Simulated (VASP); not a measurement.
Au:

```
Au
1.0
     0.00000    2.05850    2.05850
     2.05850    0.00000    2.05850
     2.05850    2.05850    0.00000
Au
1
Direct
  0.00000 0.00000 0.00000
```

Base run:

```yaml
Program: VASP 6.6.1
Functional: r2SCAN
Dispersion: rVV10
Potentials_or_basis: VASP PAW PBE potentials, release 64 (Au)
Cutoff: 520 eV
k_mesh: 8 × 8 × 8
Occupations: gaussian, width 0.1 eV
Spin: no spin polarisation
```

Its results: pressure 0.0 GPa.

Task: The run is repeated on the same cell with these changes: potentials or basis from VASP PAW PBE potentials, release 64 (Au) to VASP PAW PBE potentials, release 64 (Au_sv_GW); cutoff from 520 eV to 550 eV; further incar settings from ALGO = Normal; EDIFF = 1e-06; NBANDS = 12 to ALGO = Normal; EDIFF = 1e-06; NBANDS = 16; valence electrons from 11 to 19. What comes out?

Result: Pressure -1.1 GPa.

Caveats: the PAW data sets were made with another functional, which shifts forces and pressure a little.
